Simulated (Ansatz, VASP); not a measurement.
# One calculation of BN, two programs

```
B N
1.0
     0.00000    1.93106    1.66945
     1.66945    0.00000    1.66945
     1.66945    1.93106    0.00000
B N
1 1
Direct
  0.00000 0.00000 0.00000
  0.75000 0.75000 0.75000
```

Alike in both runs: task single point; functional PBE; k mesh 12 × 12 × 12; occupations gaussian, width 0.05 eV; no spin polarisation.

|  | VASP | Ansatz |
| --- | --- | --- |
| version | VASP 6.6.1 | Ansatz 0.2.0 |
| potentials or method | VASP PAW PBE potentials, release 64 (B, N), cutoff 520 eV | scalar-relativistic, plane waves, PAW |
| valence electrons in the cell | 8 | 8 |

```csv
,VASP,Ansatz,Ansatz less VASP
gap on the k mesh at the Fermi level (eV),3.12,3.13,+0.016
least direct gap on the mesh (eV),7.99,7.99,+0.008
```
